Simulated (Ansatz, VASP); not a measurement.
**Two plane-wave programs on Ti3W2**

```xyz
10
Lattice="4.5452 0.0000 0.0000 -2.2726 -1.3121 -4.5639 0.0000 7.8725 0.0000" Properties=species:S:1:pos:R:3 pbc="T T T"
Ti    0.0000    5.2484   -0.8712
Ti    2.2726    1.3121   -0.8712
Ti    0.0000    5.2484   -3.6927
Ti    2.2726    1.3121   -3.6927
Ti    2.2726    3.9363    0.0000
Ti    0.0000    0.0000    0.0000
W     2.2726    6.5604   -1.8494
W     0.0000    2.6242   -1.8494
W     2.2726    3.9363   -2.7145
W     0.0000    0.0000   -2.7145
```

Alike in both runs: task single point; functional PBE; k mesh 6 × 6 × 4; occupations gaussian, width 0.2 eV; no spin polarisation.

```csv
,VASP,Ansatz
version,VASP 6.6.1,Ansatz 0.2.0
potentials or method,"VASP PAW PBE potentials, release 64 (Ti_sv, W_sv), cutoff 500 eV","scalar-relativistic, plane waves, PAW"
valence electrons in the cell,128,128
```

```csv
,VASP,Ansatz,Ansatz less VASP
gap on the k mesh at the Fermi level (eV),none,none,-
pressure (GPa),0.1,0.2,+0.04
"traceless stress, the component that is largest in VASP (GPa)",0.14,0.12,-0.023
rms of the force components (eV/Å),0.025,0.027,+0.0021
```

Atom by atom the forces differ by 0.003 eV/Å (rms over components). A gap of «none» marks a metal or a gap that the smearing closes.

Spin-orbit coupling is off throughout.
